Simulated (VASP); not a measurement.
# LiCl (I4/mmm) in VASP: notebook, part 2 of 2

VASP 6.6.1.

**4. Single point, PBE (strain +0.000 along x and y, +0.025 along z)**

INCAR

```
SYSTEM = LiCl
PREC     = Accurate       ! precision mode
ENCUT    = 520            ! plane-wave cutoff, eV
EDIFF    = 1E-6           ! SCF threshold, eV
ISMEAR   = 0              ! smearing method
SIGMA    = 0.05           ! smearing width, eV
LREAL    = .False.        ! projectors in reciprocal space
LASPH    = .True.         ! aspherical terms in the spheres
NELM     = 80             ! most SCF steps
ALGO     = Normal         ! electronic algorithm
ISIF     = 2              ! what is computed and relaxed
LWAVE    = .False.        ! write WAVECAR
LCHARG   = .True.         ! write CHGCAR
GGA      = PE             ! functional
LELF     = .True.         ! ELF
LVHAR    = .True.       
NBANDS   = 12             ! bands
```

KPOINTS

```
regular mesh
0
Gamma
  8 8 8
  0 0 0
```

POSCAR

```
LiCl
1.0
    0.0000000000      2.5647600000      2.6288790000
    2.5647600000      0.0000000000      2.6288790000
    2.5647600000      2.5647600000      0.0000000000
Li Cl
1 1
Direct
    0.0000000000      0.0000000000      0.0000000000
    0.5000000000      0.5000000000      0.5000000000
```

On the command line:

```sh
cat potpaw_PBE.64/Li_sv/POTCAR potpaw_PBE.64/Cl/POTCAR > POTCAR
mpirun -np 1 vasp_std > vasp.out
```

It took 45 s on 1 thread of Intel Xeon 8259CL, shared host; peak memory 0.16 GiB.

It converged, with:

```
Free energy            : -7.3845 eV
Band gap on the k mesh : 6.16 eV, direct
```

Levels at points of the mesh, in eV from the valence-band top:
```csv
k point,band 2,band 3,band 4,band 5,band 6,band 7,band 8,band 9
"(0.00, 0.00, 0.00)",-13.35,-0.06,-0.06,0.00,6.16,11.74,11.95,11.95
"(0.50, 0.00, 0.00)",-12.82,-2.75,-0.32,-0.26,6.69,9.36,9.54,12.68
"(0.50, 0.50, 0.00)",-12.62,-2.82,-1.05,-1.05,7.83,8.36,11.97,14.01
"(0.50, 0.00, 0.50)",-12.57,-2.82,-1.20,-1.04,7.78,8.25,12.31,13.60
```

Caveat: the cell differs from its parent crystal (strain +0.000 along x and y, +0.025 along z). A k mesh can miss the band edges.

**5. Single point, PBE (strain +0.025 along x and y, +0.000 along z)**

INCAR

```
SYSTEM = LiCl
ALGO = Normal
EDIFF = 1E-6
ENCUT = 520
GGA = PE
ISIF = 2
ISMEAR = 0
LASPH = .TRUE.
LCHARG = .TRUE.
LELF = .TRUE.
LREAL = .FALSE.
LVHAR = .TRUE.
LWAVE = .FALSE.
NBANDS = 12
NELM = 100
PREC = Accurate
SIGMA = 0.05
```

KPOINTS

```
k-points
0
G
  8 8 8
  0 0 0
```

POSCAR

```
LiCl
1.0
    0.0000000000      2.6288790000      2.5647600000
    2.6288790000      0.0000000000      2.5647600000
    2.6288790000      2.6288790000      0.0000000000
Li Cl
1 1
Direct
    0.0000000000      0.0000000000      0.0000000000
    0.5000000000      0.5000000000      0.5000000000
```

On the command line:

```sh
cat potpaw_PBE.64/Li_sv/POTCAR potpaw_PBE.64/Cl/POTCAR > POTCAR
mpirun -np 1 vasp_std > vasp.out
```

It took 48 s on 1 thread of Intel Xeon 8259CL, shared host; peak memory 0.16 GiB.

Results (log left out):

```yaml
Free_energy: -7.3805 eV
Band_gap_on_the_k_mesh: 6.05 eV, direct
```

Levels at points of the mesh, in eV from the valence-band top:
| k point | band 2 | band 3 | band 4 | band 5 | band 6 | band 7 | band 8 | band 9 |
| --- | --- | --- | --- | --- | --- | --- | --- | --- |
| (0.00, 0.00, 0.00) | -13.25 | -0.07 | 0.00 | 0.00 | 6.05 | 11.81 | 11.81 | 12.01 |
| (0.50, 0.00, 0.00) | -12.75 | -2.64 | -0.28 | -0.23 | 6.68 | 9.35 | 9.55 | 12.45 |
| (0.50, 0.50, 0.00) | -12.51 | -2.70 | -1.08 | -1.08 | 7.73 | 8.26 | 12.23 | 13.60 |
| (0.50, 0.00, 0.50) | -12.55 | -2.70 | -1.09 | -0.93 | 7.77 | 8.38 | 11.90 | 13.55 |

Caveat: the cell differs from its parent crystal (strain +0.025 along x and y, +0.000 along z).

**6. Single point, PBE (strain +0.025 along x and y, +0.050 along z)**

INCAR

```
ALGO = Normal
EDIFF = 1E-7
ENCUT = 520
GGA = PE
ISIF = 2
ISMEAR = 0
LASPH = T
LCHARG = F
LREAL = F
LWAVE = F
NBANDS = 12
NELM = 80
PREC = Accurate
SIGMA = 0.05
```

KPOINTS

```
k-points
0
Gamma
  8 8 8
```

POSCAR

```
LiCl
1.0
    0.0000000000      2.6288790000      2.6929980000
    2.6288790000      0.0000000000      2.6929980000
    2.6288790000      2.6288790000      0.0000000000
Li Cl
1 1
Direct
    0.0000000000      0.0000000000      0.0000000000
    0.5000000000      0.5000000000      0.5000000000
```

Potentials or basis: VASP PAW PBE potentials, release 64 (Li_sv, Cl).

On the command line:

```sh
cat potpaw_PBE.64/Li_sv/POTCAR potpaw_PBE.64/Cl/POTCAR > POTCAR
mpirun -np 1 vasp_std > vasp.out
```

Wall time 52 s (1 thread of Intel Xeon 8259CL, shared host); peak memory 0.16 GiB.

Results (log left out):

| Item | Value |
| --- | --- |
| Free energy | -7.3619 eV |
| Band gap on the k mesh | 5.78 eV, direct |

Levels at points of the mesh, in eV from the valence-band top:
```csv
k point,band 2,band 3,band 4,band 5,band 6,band 7,band 8,band 9
"(0.00, 0.00, 0.00)",-13.12,-0.06,-0.06,0.00,5.78,11.68,11.87,11.87
"(0.50, 0.00, 0.00)",-12.67,-2.47,-0.28,-0.23,6.61,9.31,9.48,11.96
"(0.50, 0.50, 0.00)",-12.51,-2.51,-0.93,-0.93,7.65,8.45,11.39,13.46
"(0.50, 0.00, 0.50)",-12.47,-2.51,-1.06,-0.92,7.61,8.34,11.71,13.08
```

Caveat: the cell differs from its parent crystal (strain +0.025 along x and y, +0.050 along z). A k mesh can miss the band edges.

**7. Single point, PBE (strain +0.050 along x and y, +0.025 along z)**

INCAR

```
PREC     = Accurate       # precision mode
ENCUT    = 520            # plane-wave cutoff, eV
EDIFF    = 1E-7           # SCF threshold, eV
ISMEAR   = 0              # smearing method
SIGMA    = 0.05           # smearing width, eV
LREAL    = F              # projectors in reciprocal space
LASPH    = T              # aspherical terms in the spheres
NELM     = 80             # most SCF steps
ALGO     = Normal         # electronic algorithm
ISIF     = 2              # what is computed and relaxed
LWAVE    = F              # write WAVECAR
LCHARG   = F              # write CHGCAR
GGA      = PE             # functional
NBANDS   = 12             # bands
```

KPOINTS

```
regular mesh
0
Gamma
  8 8 8
```

POSCAR

```
LiCl
1.0
    0.0000000000      2.6929980000      2.6288790000
    2.6929980000      0.0000000000      2.6288790000
    2.6929980000      2.6929980000      0.0000000000
Li Cl
1 1
Direct
    0.0000000000      0.0000000000      0.0000000000
    0.5000000000      0.5000000000      0.5000000000
```

On the command line:

```sh
cat potpaw_PBE.64/Li_sv/POTCAR potpaw_PBE.64/Cl/POTCAR > POTCAR
mpirun -np 1 vasp_std > vasp.out
```

Wall time 46 s (1 thread of Intel Xeon 8259CL, shared host); peak memory 0.16 GiB.

The run converged. Its results:

* Free energy: -7.3477 eV
* Band gap on the k mesh: 5.68 eV, direct

Levels at points of the mesh, in eV from the valence-band top:
| k point | band 2 | band 3 | band 4 | band 5 | band 6 | band 7 | band 8 | band 9 |
| --- | --- | --- | --- | --- | --- | --- | --- | --- |
| (0.00, 0.00, 0.00) | -13.03 | -0.06 | 0.00 | 0.00 | 5.68 | 11.73 | 11.73 | 11.92 |
| (0.50, 0.00, 0.00) | -12.61 | -2.37 | -0.25 | -0.21 | 6.60 | 9.30 | 9.48 | 11.75 |
| (0.50, 0.50, 0.00) | -12.42 | -2.40 | -0.95 | -0.95 | 7.57 | 8.35 | 11.64 | 13.07 |
| (0.50, 0.00, 0.50) | -12.45 | -2.40 | -0.97 | -0.82 | 7.59 | 8.45 | 11.33 | 13.04 |

Caveat: the cell differs from its parent crystal (strain +0.050 along x and y, +0.025 along z). A k mesh can miss the band edges.

**8. Overview**

| cell | gap on the mesh (eV) |
| --- | --- |
| a = 3.628, b = 3.628, c = 3.536 Å, angles 60.8, 60.8, 58.3°, 2 atoms | 6.42 |
| a = 3.719, b = 3.719, c = 3.627 Å, angles 60.8, 60.8, 58.4°, 2 atoms | 6.00 |
| a = 3.673, b = 3.673, c = 3.627 Å, angles 60.4, 60.4, 59.2°, 2 atoms | 6.16 |
| a = 3.673, b = 3.673, c = 3.718 Å, angles 59.6, 59.6, 60.8°, 2 atoms | 6.05 |
| a = 3.763, b = 3.763, c = 3.718 Å, angles 60.4, 60.4, 59.2°, 2 atoms | 5.78 |
| a = 3.763, b = 3.763, c = 3.808 Å, angles 59.6, 59.6, 60.8°, 2 atoms | 5.68 |

Alike in all rows: task single point; level PBE; potentials or basis VASP PAW PBE potentials, release 64 (Li_sv, Cl); no spin polarisation; k mesh 8 × 8 × 8; cutoff (eV) 520; smearing gaussian 0.05 eV.

Total energies depend on the potentials used, so only differences within one code and one set of settings carry meaning.
